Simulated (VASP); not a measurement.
# AlGa3N4 (Cm) in VASP: single point with PBEsol

Aim: the single point of AlGa3N4 with PBEsol.

All numbers are computed with VASP 6.6.1; they aren't measurements. Logs are shortened: lines on timing, memory, paths and dates and some standing lists are left out, and cuts for length are marked.

## Step 1: The cell of the first run

It takes space group Cm (No. 8, monoclinic). Conventional cell: a = 6.318 Å, b = 6.318 Å, c = 4.468 Å, α = 90.00°, β = 90.00°, γ = 90.00°. Al (site symmetry m) has 4 N at 1.90 Å within 2.5 Å. Within 2.5 Å of Ga (site symmetry 1) lie 4 N at 1.86 to 2.05 Å. Within 2.3 Å of Ga (site symmetry m) lie 4 N at 1.76 to 2.13 Å. Within 2.3 Å of N (site symmetry m) lie 3 Ga at 1.76 to 2.05 Å and 1 Al at 1.90 Å. Within 2.5 Å of N (site symmetry 1) lie 3 Ga at 1.86 to 2.04 Å and 1 Al at 1.90 Å. Within 2.5 Å of N (site symmetry m) lie 3 Ga at 1.86 to 2.13 Å and 1 Al at 1.90 Å.

## Step 2: Single point, PBEsol (atoms displaced along a vibrational mode)

Input file INCAR:

```
  PREC = Accurate
  ENCUT = 520
  EDIFF = 1E-6
  ISMEAR = 0
  SIGMA = 0.05
  LREAL = False
  LASPH = True
  NELM = 100
  ALGO = Normal
  ISIF = 2
  LWAVE = False
  LCHARG = False
  GGA = PS
  NBANDS = 41
```

Input file KPOINTS:

```
Automatic mesh
0
Gamma
  6 6 6
```

Input file POSCAR:

```
AlGa3N4
1.0
    4.4676279205      0.0000000000      0.0000000000
    0.0000000000      4.4676279205      0.0000000000
    0.0000000000      0.0000000000      4.4676279205
Al Ga N
1 3 4
Direct
    0.0000000000      0.0000000000      0.0000000000
    0.4960274696      0.5000000000      0.0000000000
    0.5039725304      0.0000000000      0.4960274696
    0.0000000000      0.5000000000      0.5039725304
    0.7390395600      0.7870136430      0.2609604400
    0.7710222820      0.2449690790      0.7390395600
    0.2289777180      0.7230481990      0.7710222820
    0.2609604400      0.2449690790      0.2289777180
```

Potentials or basis: VASP PAW PBE potentials, release 64 (Al, Ga_d, N).

Command:

```bash
> cat potpaw_PBE.64/Al/POTCAR potpaw_PBE.64/Ga_d/POTCAR potpaw_PBE.64/N/POTCAR > POTCAR
> mpirun -np 1 vasp_std > vasp.out
```

OUTCAR:

```text
PREC = Accurate
   ENCUT = 520
   EDIFF = 1E-6
   ISMEAR = 0
   LREAL = False
   LASPH = True
   NELM = 100
   ISIF = 2
   GGA = PS

 ion  position               nearest neighbor table
   1  0.000  0.000  0.000-   6 1.90   8 1.90   5 1.90   7 1.90   3 3.13
   2  0.496  0.500  0.000-   8 1.86   7 1.86   6 2.04   5 2.05
   3  0.504  0.000  0.496-   5 1.76   6 1.95   8 1.95   7 2.13   1 3.13
   4  0.000  0.500  0.504-   6 1.86   7 1.86   8 2.04   5 2.05
   5  0.739  0.787  0.261-   3 1.76   1 1.90   2 2.05   4 2.05
   6  0.771  0.245  0.739-   4 1.86   1 1.90   3 1.95   2 2.04
   7  0.229  0.723  0.771-   2 1.86   4 1.86   1 1.90   3 2.13
   8  0.261  0.245  0.229-   2 1.86   1 1.90   3 1.95   4 2.04

  LATTYP: Found a simple cubic cell.
 ALAT       =     4.4676279205

  Lattice vectors:

 A1 = (   4.4676279205,   0.0000000000,   0.0000000000)
 A2 = (   0.0000000000,   4.4676279205,   0.0000000000)
 A3 = (   0.0000000000,   0.0000000000,   4.4676279205)

Analysis of symmetry for initial positions (statically):
=====================================================================
 Subroutine PRICEL returns:
 Original cell was already a primitive cell.

 Routine SETGRP: Setting up the symmetry group for a
 simple cubic supercell.

 Subroutine GETGRP returns: Found  2 space group operations
 (whereof  2 operations were pure point group operations)
 out of a pool of 48 trial point group operations.

The static configuration has the point symmetry C_1h.

Analysis of symmetry for dynamics (positions and initial velocities):
=====================================================================
 Subroutine PRICEL returns:
 Original cell was already a primitive cell.

 Routine SETGRP: Setting up the symmetry group for a
 simple cubic supercell.

 Subroutine GETGRP returns: Found  2 space group operations
 (whereof  2 operations were pure point group operations)
 out of a pool of 48 trial point group operations.

The dynamic configuration has the point symmetry C_1h.

 Subroutine INISYM returns: Found  2 space group operations
 (whereof  2 operations are pure point group operations),
 and found     1 'primitive' translations

----------------------------------------------------------------------------------------

                                     Primitive cell

  volume of cell :      89.1725

  direct lattice vectors                    reciprocal lattice vectors
     4.467627921  0.000000000  0.000000000     0.223832427  0.000000000  0.000000000
     0.000000000  4.467627921  0.000000000     0.000000000  0.223832427  0.000000000
     0.000000000  0.000000000  4.467627921     0.000000000  0.000000000  0.223832427

  length of vectors
     4.467627921  4.467627921  4.467627921     0.223832427  0.223832427  0.223832427

  position of ions in fractional coordinates (direct lattice)
     0.000000000  0.000000000  0.000000000
     0.496027470  0.500000000  0.000000000
     0.503972530  0.000000000  0.496027470
     0.000000000  0.500000000  0.503972530
     0.739039560  0.787013643  0.260960440
     0.771022282  0.244969079  0.739039560
     0.228977718  0.723048199  0.771022282
     0.260960440  0.244969079  0.228977718

  ion indices of the primitive-cell ions
   primitive index   ion index
                 1           1
                 2           2
                 3           3
                 4           4
                 5           5
                 6           6
                 7           7
                 8           8

----------------------------------------------------------------------------------------

 KPOINTS: Automatic mesh

Automatic generation of k-mesh.
 Grid dimensions read from file:
 generate k-points for:    6    6    6

 Generating k-lattice:

  Cartesian coordinates                     Fractional coordinates (reciprocal lattice)
     0.037305404  0.000000000  0.000000000     0.166666667  0.000000000  0.000000000
     0.000000000  0.037305404  0.000000000     0.000000000  0.166666667  0.000000000
     0.000000000  0.000000000  0.037305404     0.000000000  0.000000000  0.166666667

  Length of vectors
     0.037305404  0.037305404  0.037305404

  Shift w.r.t. Gamma in fractional coordinates (k-lattice)
     0.000000000  0.000000000  0.000000000

 Subroutine IBZKPT returns following result:
 ===========================================

 Found     68 irreducible k-points:

 Following reciprocal coordinates:
            Coordinates               Weight
  0.000000  0.000000  0.000000      1.000000
  0.166667  0.000000  0.000000      4.000000
  0.000000  0.166667  0.000000      2.000000
  0.333333  0.000000  0.000000      4.000000
  0.000000  0.333333  0.000000      2.000000
  0.500000  0.000000  0.000000      2.000000
[... 16 lines left out ...]
  0.333333  0.000000  0.333333      2.000000
 -0.333333  0.000000  0.333333      2.000000
 [... further k-points ...]
   k-points           NKPTS =     68   k-points in BZ     NKDIM =     68   number of bands    NBANDS=     41
   number of dos      NEDOS =    301   number of ions     NIONS =      8
   total plane-waves  NPLWV =  46656
   dimension x,y,z NGX =    36 NGY =   36 NGZ =   36
   dimension x,y,z NGXF=    72 NGYF=   72 NGZF=   72
   ions per type =               1   3   4
   NGX,Y,Z   is equivalent  to a cutoff of  13.40, 13.40, 13.40 a.u.
   NGXF,Y,Z  is equivalent  to a cutoff of  26.79, 26.79, 26.79 a.u.
 SYSTEM =  unknown system
   PREC   = accura    normal or accurate (medium, high low for compatibility)
   ISTART =      0    job   : 0-new  1-cont  2-samecut
   ICHARG =      2    charge: 1-file 2-atom 10-const
   ISPIN  =      1    spin polarized calculation?
   LNONCOLLINEAR =      F non collinear calculations
   LSORBIT =      F    spin-orbit coupling
   LASPH  =      T    aspherical Exc in radial PAW
   ENCUT  =  520.0 eV  38.22 Ry    6.18 a.u.   8.31  8.31  8.31*2*pi/ulx,y,z
   NELM   =    100;   NELMIN=  2; NELMDL= -5     # of ELM steps
   EDIFF  = 0.1E-05   stopping-criterion for ELM
   LREAL  =      F    real-space projection
   EDIFFG = 0.1E-04   stopping-criterion for IOM
   NSW    =      0    number of steps for IOM
   IBRION =     -1    ionic relax: 0-MD 1-quasi-New 2-CG
   NFREE  =      0    steps in history (QN), initial steepest desc. (CG)
   ISIF   =      2    stress and relaxation
   ISYM   =      2    0-nonsym 1-usesym 2-fastsym
   POTIM  = 0.5000    time-step for ionic-motion
   TEBEG  =    0.0;   TEEND  =   0.0 temperature during run
   PSTRESS=    0.0 pullay stress
   NELECT =      62.0000    total number of electrons
   NUPDOWN=      -1.0000    fix difference up-down
   EMIN   =  10.00;   EMAX   =-10.00  energy-range for DOS
   EFERMI =   0.00;   METHOD = LEGACY
   ISMEAR =     0;   SIGMA  =   0.05  broadening in eV -4-tet -1-fermi 0-gaus
   EFERMI_NEDOS =   21; number of points for ismear=-14 and -15
   IALGO  =     38    algorithm
   IMIX   =      4    mixing-type and parameters
     AMIX     =   0.40;   BMIX     =  1.00
     AMIX_MAG =   1.60;   BMIX_MAG =  1.00
  volume/ion in A,a.u.               =      11.15        75.22
  Fermi-wavevector in a.u.,A,eV,Ry     =   1.450313  2.740694 28.618599  2.103408
  Thomas-Fermi vector in A             =   2.567939
   LORBIT       =      0    0 simple, 1 ext, 2 COOP (PROOUT), +10 PAW based schemes
   GGA     = PS    functional components
   LHFCALC =     F    Hartree Fock is set to
   AEXX    =    0.0000 exact exchange contribution
   IVDW    =     0    specifies the selected vdW correction
   LEPSILON=     F    determine dielectric tensor
   LRPA    =     F    only Hartree local field effects (RPA)
 non-spin polarized calculation
 Gauss-broadening in eV      SIGMA  =   0.05
  energy-cutoff  :      520.00
  volume of cell :       89.17
 maximum number of plane-waves:      2469
 NGX is ok and might be reduce to    36
   NGX = 17   NGY = 17   NGZ = 17

 number of electron      61.9999985 magnetization

 Free energy of the ion-electron system (eV)
  ---------------------------------------------------
  ext. energy  EPLUGINS =         0.00000000
  ---------------------------------------------------
  free energy    TOTEN  =       -54.14802836 eV

  energy without entropy =      -54.14802836  energy(sigma->0) =      -54.14802836

 E-fermi :   5.5892     XC(G=0): -11.7403

 val. band max:        5.3519692426   @ k =   0.0000   0.0000   0.0000
 cond. band min:       7.5549592758   @ k =   0.0000   0.0000   0.0000
 fundamental gap:      2.2029900332
 Fermi energy:         5.5892022152

 k-point     1 :       0.0000    0.0000    0.0000
  band No.  band energies     occupation
      1     -10.4513      2.00000
      2      -9.2498      2.00000
      3      -9.1775      2.00000
      4      -9.1264      2.00000
      5      -7.8266      2.00000
      6      -7.8262      2.00000
[... 33 lines left out ...]
     40      15.6770      0.00000
     41      15.8547      0.00000

 k-point     2 :       0.1667    0.0000    0.0000
  band No.  band energies     occupation
      1     -10.3412      2.00000
      2      -9.2716      2.00000
      3      -9.1808      2.00000
      4      -9.1437      2.00000
      5      -7.8313      2.00000
      6      -7.8121      2.00000
[... 33 lines left out ...]
     40      15.7388      0.00000
     41      16.0756      0.00000

 k-point     3 :       0.0000    0.1667    0.0000
  band No.  band energies     occupation
      1     -10.3412      2.00000
      2      -9.2588      2.00000
      3      -9.2088      2.00000
      4      -9.1280      2.00000
      5      -7.8247      2.00000
      6      -7.8219      2.00000
[... 875 lines left out ...]
      2      -9.3647      2.00000
      3      -9.2775      2.00000
      4      -9.2115      2.00000
      5      -7.8054      2.00000
      6      -7.7790      2.00000
[... 33 lines left out ...]
     40      15.0012      0.00000
     41      15.5040      0.00000

 k-point    24 :      -0.3333    0.0000    0.3333
  band No.  band energies     occupation
      1      -9.7665      2.00000
      2      -9.3993      2.00000
      3      -9.2372      2.00000
      4      -9.2199      2.00000
      5      -7.8162      2.00000
      6      -7.8141      2.00000
[... 33 lines left out ...]
     40      14.9613      0.00000
     41      15.1410      0.00000

 [... further k-points ...]

------------------------ aborting loop because EDIFF is reached ----------------------------------------

  FORCE on cell =-STRESS in cart. coord.  units (eV):
  Direction    XX          YY          ZZ          XY          YZ          ZX
  --------------------------------------------------------------------------------------
  -------------------------------------------------------------------------------------
  Total        1.8587071      1.6767291      1.8587071     -0.1827400      0.1827396     -0.7512924
  in kB       33.3956999     30.1260709     33.3956999     -3.2833205      3.2833126    -13.4985960
  external PRESSURE =      32.3058236 kB  Pullay stress =       0.0000000 kB

 VOLUME and BASIS-vectors are now :
 -----------------------------------------------------------------------------
  energy-cutoff  :      520.00
  volume of cell :       89.17
      direct lattice vectors                 reciprocal lattice vectors
     4.467627921  0.000000000  0.000000000     0.223832427  0.000000000  0.000000000
     0.000000000  4.467627921  0.000000000     0.000000000  0.223832427  0.000000000
     0.000000000  0.000000000  4.467627921     0.000000000  0.000000000  0.223832427

 POSITION                                       TOTAL-FORCE (eV/Angst)
 -----------------------------------------------------------------------------------
      0.00000      0.00000      0.00000        -0.003681     -0.023475      0.003681
      2.21607      2.23381      0.00000         1.626860      0.121315     -0.028576
      2.25156      0.00000      2.21607        -1.913285      1.083926      1.913285
      0.00000      2.23381      2.25156         0.028576      0.121315     -1.626860
      3.30175      3.51608      1.16587         2.159570     -3.032742     -2.159570
      3.44464      1.09443      3.30175        -1.329036     -0.332340      1.314933
      1.02299      3.23031      3.44464         0.745928      2.394341     -0.745928
      1.16587      1.09443      1.02299        -1.314933     -0.332340      1.329036
 -----------------------------------------------------------------------------------
    total drift:                               -0.000119      0.000598      0.000121

  FREE ENERGIE OF THE ION-ELECTRON SYSTEM (eV)
  ---------------------------------------------------
  free  energy   TOTEN  =       -54.1480283607 eV

  energy  without entropy=      -54.1480283607  energy(sigma->0) =      -54.14802836
```

Wall time 3.4 min (1 thread of Intel Xeon Platinum 8259CL at 2.50GHz (Skylake/Cascade Lake), shared host); peak memory 0.33 GiB.

Results:

- Free energy: -54.1480 eV
- Pressure: 3.2 GPa
- Largest force: 4.304 eV/Å
- Band gap on the k mesh: 2.20 eV

Forces in eV/Å, atoms in the order of the input:
```
Al  -0.004 -0.023  0.004
Ga   1.627  0.121 -0.029
Ga  -1.913  1.084  1.913
Ga   0.029  0.121 -1.627
N    2.160 -3.033 -2.160
N   -1.329 -0.332  1.315
N    0.746  2.394 -0.746
N   -1.315 -0.332  1.329
```

Stress tensor (GPa, compression positive):
```
 3.34 -0.33 -1.35
-0.33  3.01  0.33
-1.35  0.33  3.34
```

Levels at points of the mesh, in eV from the valence-band top:
```tsv
k point	band 28	band 29	band 30	band 31	band 32	band 33	band 34	band 35
(0.00, 0.00, 0.00)	-2.39	-0.11	-0.01	0.00	2.20	3.25	3.27	3.43
(0.50, 0.00, 0.00)	-1.54	-1.53	-1.16	-1.15	4.67	4.79	5.93	6.03
(0.00, 0.50, 0.00)	-1.51	-1.49	-1.26	-1.19	4.71	4.80	5.85	5.87
(0.50, 0.50, 0.00)	-1.10	-1.00	-0.80	-0.55	5.98	6.05	6.45	7.21
(0.50, 0.00, 0.50)	-1.21	-0.91	-0.83	-0.53	6.30	6.43	6.58	7.14
(0.50, 0.50, 0.50)	-0.81	-0.76	-0.60	-0.47	4.76	4.81	4.90	6.16
```

Caveat: the cell differs from its parent crystal (atoms displaced along a vibrational mode); the cell stands under pressure; the PAW data sets were made with another functional, which shifts forces and pressure a little.
